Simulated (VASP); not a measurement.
Write the native input for VASP 6.6.1 that does the following.

```
Task                   : electric field gradients
Functional             : PBEsol
Potentials or basis    : VASP PAW PBE potentials, release 64 (Li_sv)
Cutoff                 : 520 eV
k mesh                 : 15 × 15 × 15
Occupations            : fermi-dirac, width 0.08 eV
Spin                   : no spin polarisation
Dipole correction      : no
Further INCAR settings : ALGO = Normal; EDIFF = 1e-08; NBANDS = 8
```

The structure of Li lies in POSCAR:

```
Li
1.0
   -1.7730289567      1.7730289567      1.7730289567
    1.7730289567     -1.7730289567      1.7730289567
    1.7730289567      1.7730289567     -1.7730289567
Li
1
Direct
    0.0000000000      0.0000000000      0.0000000000
```

This cell differs from its parent crystal: volume scaled by 1.04.

One way to write it, as run:

INCAR

```
SYSTEM = Li
PREC = Accurate
ENCUT = 520
EDIFF = 1E-8
ISMEAR = -1
SIGMA = 0.08
LREAL = .FALSE.
LASPH = .TRUE.
NELM = 100
ALGO = Normal
ISIF = 2
LWAVE = .FALSE.
LCHARG = .FALSE.
GGA = PS
LEFG = .TRUE.
NBANDS = 8
```

KPOINTS

```
regular mesh
0
G
  15 15 15
  0 0 0
```

Potentials or basis: VASP PAW PBE potentials, release 64 (Li_sv).

Run with:

```sh
$ cat potpaw_PBE.64/Li_sv/POTCAR > POTCAR
$ mpirun -np 1 vasp_std > vasp.out
```

Run time: 41 s on 1 thread of AMD EPYC 7R13, on a shared host, peak memory 0.11 GiB.
